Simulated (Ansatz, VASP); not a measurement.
## One calculation of As, two programs

Contents of INCAR:

```
SYSTEM = As
  ALGO = Normal
  DIPOL = 0.5 0.5 0.363
  EDIFF = 1E-6
  ENCUT = 520
  GGA = PE
  IDIPOL = 3
  ISIF = 2
  ISMEAR = 0
  IVDW = 12
  LASPH = .True.
  LCHARG = .False.
  LDIPOL = .True.
  LREAL = .False.
  LWAVE = .False.
  NBANDS = 18
  NELM = 80
  PREC = Accurate
  SIGMA = 0.05
```

KPOINTS

```
k-points
0
Gamma
  9 9 1
  0 0 0
```

File POSCAR:

```
As
1.0
    3.5713380906      0.0000000000      0.0000000000
   -1.7856690453      3.0928695120      0.0000000000
    0.0000000000      0.0000000000     20.2952802043
As
4
Direct
    0.3333333333      0.6666666667      0.2905917062
    0.6666666667      0.3333333333      0.2217264287
    0.8333333333      0.3333333333      0.5033327996
    0.5000000000      0.6666666667      0.4344675222
```

Input for Ansatz:

```yaml
crystal:
  lattice:
    - [3.5713380906, 0.0, 0.0]
    - [-1.7856690453, 3.092869512, 0.0]
    - [0.0, 0.0, 20.2952802043]
  atoms:
    - { symbol: As, position: [0.3333333333, 0.6666666667, 0.2905917062] }
    - { symbol: As, position: [0.6666666667, 0.3333333333, 0.2217264287] }
    - { symbol: As, position: [0.8333333333, 0.3333333333, 0.5033327996] }
    - { symbol: As, position: [0.5, 0.6666666667, 0.4344675222] }
basis:
  ecutwfc: 420
kpoints:
  mp_grid: { grid: [9, 9, 1] }
hamiltonian:
  xc: pbe
  dispersion: d3bj
scf:
  occupations: { method: gaussian, width: 0.05 }
output:
  forces: true
  eigenvalues: true
efield:
  axis: 3
  dipole_correction: true
  ramp_width: 0.04
```

Alike in both runs: task single point; functional PBE; dispersion D3(BJ); k mesh 9 × 9 × 1; occupations gaussian, width 0.05 eV; no spin polarisation.

```csv
,VASP,Ansatz
version,VASP 6.6.1,Ansatz 0.2.0
potentials or method,"VASP PAW PBE potentials, release 64 (As), cutoff 520 eV","scalar-relativistic, plane waves, PAW"
valence electrons in the cell,20,60
```

Ansatz gave:

- gap on the k mesh at the Fermi level (eV): 0.31
- least direct gap on the mesh (eV): 0.89
- rms of the force components (eV/Å): 0.279

Estimate VASP's values.

gap on the k mesh at the Fermi level (eV): 0.29; least direct gap on the mesh (eV): 0.87; rms of the force components (eV/Å): 0.257.

Atom by atom the forces differ by 0.052 eV/Å (rms over components). VASP's potentials hold 20 valence electrons a cell and Ansatz's 60, so a difference there can come from the potentials and not from the codes.
